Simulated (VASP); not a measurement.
# Au: relaxation of cell and atoms with LDA

Crystal: Au.

```xyz
1
Lattice="0.0000 2.0333 2.0333 2.0333 0.0000 2.0333 2.0333 2.0333 0.0000" Properties=species:S:1:pos:R:3 pbc="T T T"
Au    0.0000    0.0000    0.0000
```

```
Program                : VASP 6.6.1
Task                   : relaxation of cell and atoms
Functional             : LDA
Potentials or basis    : VASP PAW LDA potentials, release 64 (Au)
Cutoff                 : 600 eV
k mesh                 : 16 × 16 × 16
Occupations            : fermi-dirac, width 0.05 eV
Spin                   : no spin polarisation
Target pressure        : -2.6 GPa
Dipole correction      : no
Further INCAR settings : ALGO = Normal; EDIFF = 1e-07; IBRION = 2; EDIFFG = -0.005; NSW = 60; ISIF = 3
```

| Quantity | Value |
| --- | --- |
| Relaxed volume | 16.87 Å³/atom |
| Relaxed cell | a = 2.879 Å, b = 2.879 Å, c = 2.879 Å, α = 60.00°, β = 60.00°, γ = 60.00° |
| Space group after relaxing (to 0.05 Å) | Fm-3m (No. 225) |
| Energy change on relaxing (the enthalpy is what falls) | +0.8 meV/atom |
| Ionic steps | 3 |
| Pressure after relaxing | -2.6 GPa |

Step by step:
| step | energy change (eV) | largest force (eV/Å) | pressure (GPa) | volume (Å³) |
| --- | --- | --- | --- | --- |
| 1 | 0.0000 | 0.0000 | -2.01 | 16.81 |
| 2 | 0.0026 | 0.0000 | -3.60 | 16.96 |
| 3 | 0.0008 | 0.0000 | -2.61 | 16.87 |

Final structure:
```cif
data_structure
_symmetry_space_group_name_H-M 'P 1'
_symmetry_Int_Tables_number 1
_cell_length_a 2.8787
_cell_length_b 2.8787
_cell_length_c 2.8787
_cell_angle_alpha 60.000
_cell_angle_beta 60.000
_cell_angle_gamma 60.000
_cell_volume 16.87
loop_
_atom_site_label
_atom_site_type_symbol
_atom_site_fract_x
_atom_site_fract_y
_atom_site_fract_z
_atom_site_occupancy
Au1 Au 0.00000 0.00000 0.00000 1
```

Levels at points of the mesh, in eV from the Fermi level:
```tsv
k point	band 2	band 3	band 4	band 5	band 6	band 7	band 8	band 9
(0.00, 0.00, 0.00)	-4.73	-4.73	-4.73	-3.16	-3.16	14.51	18.52	18.52
(0.50, 0.00, 0.00)	-4.76	-4.76	-1.93	-1.93	-1.02	3.14	13.97	17.13
(0.50, 0.50, 0.00)	-6.83	-1.97	-1.61	-1.61	0.97	5.86	9.98	9.98
```

Run time: 15 s on 1 thread of Intel(R) Xeon(R) 6975P-C (Granite Rapids), with other jobs on the host, peak memory 0.15 GiB.

Caveat: the cell is relaxed towards a set pressure, so the enthalpy falls and the energy may rise; spin-orbit coupling is left out, which moves the levels of the heavy elements.
